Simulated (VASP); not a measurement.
# C19O in VASP: single point with PBEsol

Aim: the single point of C19O with PBEsol.

Program: VASP 6.6.1. These are calculated values, not measurements. Logs are shortened: lines on timing, memory, paths and dates and some standing lists are left out, and cuts for length are marked.

### Step 1. The cell of the first run

The cell holds a slab with vacuum, 20 atoms: a = 7.398 Å, b = 7.398 Å, c = 12.000 Å, α = 90.00°, β = 90.00°, γ = 120.00°.

### Step 2. Single point, PBEsol

Input file INCAR:

```
ALGO     = Normal         # electronic algorithm
EDIFF    = 1E-7           # SCF threshold, eV
ENCUT    = 520            # plane-wave cutoff, eV
GGA      = PS             # functional
ISIF     = 2              # what is computed and relaxed
ISMEAR   = 0              # smearing method
LASPH    = T              # aspherical terms in the spheres
LCHARG   = F              # write CHGCAR
LREAL    = Auto         
LWAVE    = F              # write WAVECAR
NBANDS   = 57             # bands
NELM     = 80             # most SCF steps
PREC     = Accurate       # precision mode
SIGMA    = 0.05           # smearing width, eV
```

Input file KPOINTS:

```
k-points
0
Gamma
  2 2 1
```

Input file POSCAR:

```
C19O
1.0
    7.3980000000      0.0000000000      0.0000000000
   -3.6990000000      6.4068560000      0.0000000000
    0.0000000000      0.0000000000     12.0000000000
C O
19 1
Direct
    0.0052612101      0.0034730687      0.0670114017
    0.2236588447      0.1083827769      0.0707355762
    0.0069682879      0.3364245250      0.0766022647
    0.2250891148      0.4493950048      0.0746592706
    0.0084554832      0.6746529205      0.0789166886
    0.2263881972      0.7800087890      0.0747729445
    0.3387865988      0.0028030211      0.0746920643
    0.5571955764      0.1113227219      0.0865079762
    0.3300518591      0.3304616774      0.0853209650
    0.5582892354      0.4571688695      0.1100542140
    0.3397717978      0.6709026718      0.0790784134
    0.5633451758      0.7844367473      0.0765276910
    0.6719458048      0.0064954507      0.0784161136
    0.8953448208      0.1170279355      0.0738933486
    0.6690130943      0.3343339393      0.1160670015
    0.8994123793      0.4512468340      0.1026453605
    0.6756716660      0.6773274891      0.0791456003
    0.8939670832      0.7810034024      0.0715909891
    0.4066480337      0.4036870181      0.2059729380
    0.8010320066      0.3898154369      0.2123891184
```

Potentials or basis: VASP PAW PBE potentials, release 64 (C, O).

On the command line:

```
> cat potpaw_PBE.64/C/POTCAR potpaw_PBE.64/O/POTCAR > POTCAR
> mpirun -np 1 vasp_std > vasp.out
```

OUTCAR:

```text
EDIFF = 1E-7
   ENCUT = 520
   GGA = PS
   ISIF = 2
   ISMEAR = 0
   LASPH = T
   LREAL = Auto
   NELM = 80
   PREC = Accurate

 ion  position               nearest neighbor table
   1  0.005  0.003  0.067-   2 1.40  18 1.43  14 1.43
   2  0.224  0.108  0.071-   1 1.40   7 1.42   9 1.43
   3  0.007  0.336  0.077-   4 1.40  14 1.41  16 1.46
   4  0.225  0.449  0.075-   3 1.40  11 1.42   9 1.44
   5  0.008  0.675  0.079-   6 1.40  18 1.42  16 1.46
   6  0.226  0.780  0.075-   5 1.40  11 1.43   7 1.43
   7  0.339  0.003  0.075-   8 1.41   2 1.42   6 1.43
   8  0.557  0.111  0.087-   7 1.41  13 1.41  15 1.47
   9  0.330  0.330  0.085-   2 1.43   4 1.44  10 1.50  19 1.55
  10  0.558  0.457  0.110-  17 1.46   9 1.50  15 1.50  19 1.52
  11  0.340  0.671  0.079-   4 1.42   6 1.43  12 1.43
  12  0.563  0.784  0.077-  17 1.41  13 1.42  11 1.43
  13  0.672  0.006  0.078-   8 1.41  12 1.42  14 1.43
  14  0.895  0.117  0.074-   3 1.41  13 1.43   1 1.43
  15  0.669  0.334  0.116-  20 1.43   8 1.47  16 1.48  10 1.50
  16  0.899  0.451  0.103-   3 1.46   5 1.46  20 1.46  15 1.48
  17  0.676  0.677  0.079-  18 1.40  12 1.41  10 1.46
  18  0.894  0.781  0.072-  17 1.40   5 1.42   1 1.43
  19  0.407  0.404  0.206-  10 1.52   9 1.55
  20  0.801  0.390  0.212-  15 1.43  16 1.46

  LATTYP: Found a hexagonal cell.
 ALAT       =     7.3980000000
 C/A-ratio  =     1.6220600162

  Lattice vectors:

 A1 = (   7.3980000000,   0.0000000000,   0.0000000000)
 A2 = (  -3.6990000000,   6.4068560000,   0.0000000000)
 A3 = (   0.0000000000,   0.0000000000,  12.0000000000)

Analysis of symmetry for initial positions (statically):
=====================================================================
 Subroutine PRICEL returns:
 Original cell was already a primitive cell.

 Routine SETGRP: Setting up the symmetry group for a
 hexagonal supercell.

 Subroutine GETGRP returns: Found  1 space group operations
 (whereof  1 operations were pure point group operations)
 out of a pool of 24 trial point group operations.

The static configuration has the point symmetry C_1 .

Analysis of symmetry for dynamics (positions and initial velocities):
=====================================================================
 Subroutine PRICEL returns:
 Original cell was already a primitive cell.

 Routine SETGRP: Setting up the symmetry group for a
 hexagonal supercell.

 Subroutine GETGRP returns: Found  1 space group operations
 (whereof  1 operations were pure point group operations)
 out of a pool of 24 trial point group operations.

The dynamic configuration has the point symmetry C_1 .

 Subroutine INISYM returns: Found  1 space group operations
 (whereof  1 operations are pure point group operations),
 and found     1 'primitive' translations

----------------------------------------------------------------------------------------

                                     Primitive cell

  volume of cell :     568.7750

  direct lattice vectors                    reciprocal lattice vectors
     7.398000000  0.000000000  0.000000000     0.135171668  0.078041398  0.000000000
    -3.699000000  6.406856000  0.000000000     0.000000000  0.156082796  0.000000000
     0.000000000  0.000000000 12.000000000     0.000000000  0.000000000  0.083333333

  length of vectors
     7.398000000  7.398000054 12.000000000     0.156082797  0.156082796  0.083333333

  position of ions in fractional coordinates (direct lattice)
     0.005261210  0.003473069  0.067011402
     0.223658845  0.108382777  0.070735576
     0.006968288  0.336424525  0.076602265
     0.225089115  0.449395005  0.074659271
     0.008455483  0.674652921  0.078916689
     0.226388197  0.780008789  0.074772944
[... 12 lines left out ...]
     0.406648034  0.403687018  0.205972938
     0.801032007  0.389815437  0.212389118

  ion indices of the primitive-cell ions
   primitive index   ion index
                 1           1
                 2           2
                 3           3
                 4           4
                 5           5
                 6           6
[... 12 lines left out ...]
                19          19
                20          20

----------------------------------------------------------------------------------------

 KPOINTS: k-points

Automatic generation of k-mesh.
 Grid dimensions read from file:
 generate k-points for:    2    2    1

 Generating k-lattice:

  Cartesian coordinates                     Fractional coordinates (reciprocal lattice)
     0.067585834  0.039020699  0.000000000     0.500000000  0.000000000  0.000000000
     0.000000000  0.078041398  0.000000000     0.000000000  0.500000000  0.000000000
     0.000000000  0.000000000  0.083333333     0.000000000  0.000000000  1.000000000

  Length of vectors
     0.078041399  0.078041398  0.083333333

  Shift w.r.t. Gamma in fractional coordinates (k-lattice)
     0.000000000  0.000000000  0.000000000

 Subroutine IBZKPT returns following result:
 ===========================================

 Found      4 irreducible k-points:

 Following reciprocal coordinates:
            Coordinates               Weight
  0.000000  0.000000  0.000000      1.000000
  0.500000  0.000000  0.000000      1.000000
  0.000000  0.500000  0.000000      1.000000
  0.500000  0.500000  0.000000      1.000000
   k-points           NKPTS =      4   k-points in BZ     NKDIM =      4   number of bands    NBANDS=     57
   number of dos      NEDOS =    301   number of ions     NIONS =     20
   total plane-waves  NPLWV = 282240
   dimension x,y,z NGX =    56 NGY =   56 NGZ =   90
   dimension x,y,z NGXF=   112 NGYF=  112 NGZF=  180
   ions per type =              19   1
   NGX,Y,Z   is equivalent  to a cutoff of  12.58, 12.58, 12.47 a.u.
   NGXF,Y,Z  is equivalent  to a cutoff of  25.17, 25.17, 24.94 a.u.
 SYSTEM =  unknown system
   PREC   = accura    normal or accurate (medium, high low for compatibility)
   ISTART =      0    job   : 0-new  1-cont  2-samecut
   ICHARG =      2    charge: 1-file 2-atom 10-const
   ISPIN  =      1    spin polarized calculation?
   LNONCOLLINEAR =      F non collinear calculations
   LSORBIT =      F    spin-orbit coupling
   LASPH  =      T    aspherical Exc in radial PAW
   ENCUT  =  520.0 eV  38.22 Ry    6.18 a.u.  13.76 13.76 22.31*2*pi/ulx,y,z
   NELM   =     80;   NELMIN=  2; NELMDL= -5     # of ELM steps
   EDIFF  = 0.1E-06   stopping-criterion for ELM
   LREAL  =      T    real-space projection
   EDIFFG = 0.1E-05   stopping-criterion for IOM
   NSW    =      0    number of steps for IOM
   IBRION =     -1    ionic relax: 0-MD 1-quasi-New 2-CG
   NFREE  =      0    steps in history (QN), initial steepest desc. (CG)
   ISIF   =      2    stress and relaxation
   ISYM   =      2    0-nonsym 1-usesym 2-fastsym
   POTIM  = 0.5000    time-step for ionic-motion
   TEBEG  =    0.0;   TEEND  =   0.0 temperature during run
   PSTRESS=    0.0 pullay stress
   NELECT =      82.0000    total number of electrons
   NUPDOWN=      -1.0000    fix difference up-down
   EMIN   =  10.00;   EMAX   =-10.00  energy-range for DOS
   EFERMI =   0.00;   METHOD = LEGACY
   ISMEAR =     0;   SIGMA  =   0.05  broadening in eV -4-tet -1-fermi 0-gaus
   EFERMI_NEDOS =   21; number of points for ismear=-14 and -15
   IALGO  =     38    algorithm
   IMIX   =      4    mixing-type and parameters
     AMIX     =   0.40;   BMIX     =  1.00
     AMIX_MAG =   1.60;   BMIX_MAG =  1.00
  volume/ion in A,a.u.               =      28.44       191.91
  Fermi-wavevector in a.u.,A,eV,Ry     =   0.858419  1.622176 10.025902  0.736883
  Thomas-Fermi vector in A             =   1.975621
   LORBIT       =      0    0 simple, 1 ext, 2 COOP (PROOUT), +10 PAW based schemes
   GGA     = PS    functional components
   LHFCALC =     F    Hartree Fock is set to
   AEXX    =    0.0000 exact exchange contribution
   IVDW    =     0    specifies the selected vdW correction
   LEPSILON=     F    determine dielectric tensor
   LRPA    =     F    only Hartree local field effects (RPA)
 non-spin polarized calculation
 Gauss-broadening in eV      SIGMA  =   0.05
  energy-cutoff  :      520.00
  volume of cell :      568.78
 maximum number of plane-waves:     15363
 NGX is ok and might be reduce to    56
   NGX = 27   NGY = 27   NGZ = 45

 number of electron      82.0000000 magnetization

 Free energy of the ion-electron system (eV)
  ---------------------------------------------------
  ext. energy  EPLUGINS =         0.00000000
  ---------------------------------------------------
  free energy    TOTEN  =      -181.37233977 eV

  energy without entropy =     -181.37233977  energy(sigma->0) =     -181.37233977

 E-fermi :  -2.3094     XC(G=0):  -3.9677

 val. band max:       -2.5339555100   @ k =   0.0000   0.0000   0.0000
 cond. band min:      -1.9798740372   @ k =   0.0000   0.5000   0.0000
 fundamental gap:      0.5540814728
 Fermi energy:        -2.3093715307

 k-point     1 :       0.0000    0.0000    0.0000
  band No.  band energies     occupation
      1     -25.3772      2.00000
      2     -21.9326      2.00000
      3     -20.3487      2.00000
      4     -19.2497      2.00000
      5     -19.1568      2.00000
      6     -19.0502      2.00000
[... 45 lines left out ...]
     52       3.7387      0.00000
     53       3.9954      0.00000

 k-point     2 :       0.5000    0.0000    0.0000
  band No.  band energies     occupation
      1     -25.3716      2.00000
      2     -21.8620      2.00000
      3     -20.6228      2.00000
      4     -20.1157      2.00000
      5     -19.2784      2.00000
      6     -18.0245      2.00000
[... 45 lines left out ...]
     52       4.2601      0.00000
     53       4.3639      0.00000

 k-point     3 :       0.0000    0.5000    0.0000
  band No.  band energies     occupation
      1     -25.3737      2.00000
      2     -21.7166      2.00000
      3     -20.9985      2.00000
      4     -19.9609      2.00000
      5     -19.0895      2.00000
      6     -18.1483      2.00000
[... 45 lines left out ...]
     52       3.8131      0.00000
     53       4.3013      0.00000

 k-point     4 :       0.5000    0.5000    0.0000
  band No.  band energies     occupation
      1     -25.3717      2.00000
      2     -21.8651      2.00000
      3     -20.5708      2.00000
      4     -20.1378      2.00000
      5     -19.3613      2.00000
      6     -18.0040      2.00000
[... 45 lines left out ...]
     52       4.0525      0.00000
     53       4.3300      0.00000
 [bands above 53 left out]

------------------------ aborting loop because EDIFF is reached ----------------------------------------

  FORCE on cell =-STRESS in cart. coord.  units (eV):
  Direction    XX          YY          ZZ          XY          YZ          ZX
  --------------------------------------------------------------------------------------
  -------------------------------------------------------------------------------------
  Total        1.5950650      6.4897557      0.4814923      0.5385214     -0.0028205      0.0211502
  in kB        4.4931242     18.2809347      1.3563114      1.5169560     -0.0079451      0.0595778
  external PRESSURE =       8.0434568 kB  Pullay stress =       0.0000000 kB

 VOLUME and BASIS-vectors are now :
 -----------------------------------------------------------------------------
  energy-cutoff  :      520.00
  volume of cell :      568.78
      direct lattice vectors                 reciprocal lattice vectors
     7.398000000  0.000000000  0.000000000     0.135171668  0.078041398  0.000000000
    -3.699000000  6.406856000  0.000000000     0.000000000  0.156082796  0.000000000
     0.000000000  0.000000000 12.000000000     0.000000000  0.000000000  0.083333333

 POSITION                                       TOTAL-FORCE (eV/Angst)
 -----------------------------------------------------------------------------------
      0.02608      0.02225      0.80414        -0.006492      0.000129     -0.005571
      1.25372      0.69439      0.84883         0.005374      0.002889     -0.007970
     -1.19288      2.15542      0.91923        -0.016539      0.000806     -0.012855
      0.00290      2.87921      0.89591         0.005355      0.001485     -0.007116
     -2.43299      4.32240      0.94700        -0.002906     -0.014509     -0.012771
     -1.21043      4.99740      0.89728         0.006392     -0.000438     -0.002279
[... 12 lines left out ...]
      1.51514      2.58636      2.47168        -0.030810      0.003131      0.113201
      4.48411      2.49749      2.54867         0.054562      0.006318      0.391450
 -----------------------------------------------------------------------------------
    total drift:                               -0.005303     -0.010895     -0.009052

  FREE ENERGIE OF THE ION-ELECTRON SYSTEM (eV)
  ---------------------------------------------------
  free  energy   TOTEN  =      -181.3723397650 eV

  energy  without entropy=     -181.3723397650  energy(sigma->0) =     -181.37233977
```

Run time: 9.3 min. Hardware: 1 thread of Oxide Virtual Turin-like, shared host; peak memory 0.53 GiB.

Results:

* Free energy: -181.3723 eV
* Largest force: 0.395 eV/Å
* Band gap on the k mesh: 0.55 eV (least direct gap 0.71 eV)

Forces in eV/Å, atoms in the order of the input:
```
C   -0.006  0.000 -0.006
C    0.005  0.003 -0.008
C   -0.017  0.001 -0.013
C    0.005  0.001 -0.007
C   -0.003 -0.015 -0.013
C    0.006  0.000 -0.002
C    0.013  0.002 -0.011
C   -0.006  0.015 -0.006
C   -0.007 -0.028 -0.056
C    0.054  0.028 -0.043
C    0.010  0.008  0.006
C   -0.007  0.011 -0.007
C    0.011 -0.001 -0.001
C   -0.011 -0.012 -0.004
C   -0.161 -0.079 -0.168
C    0.098  0.074 -0.170
C    0.004 -0.015  0.006
C   -0.012 -0.004 -0.002
C   -0.031  0.003  0.113
O    0.055  0.006  0.391
```

Caveat: the k points lie up to 0.49 Å⁻¹ apart; there is no dipole correction, which matters where the two faces differ; semilocal functionals underestimate gaps, and a narrow one can read as zero; the PAW data sets were made with another functional, which shifts forces and pressure a little.
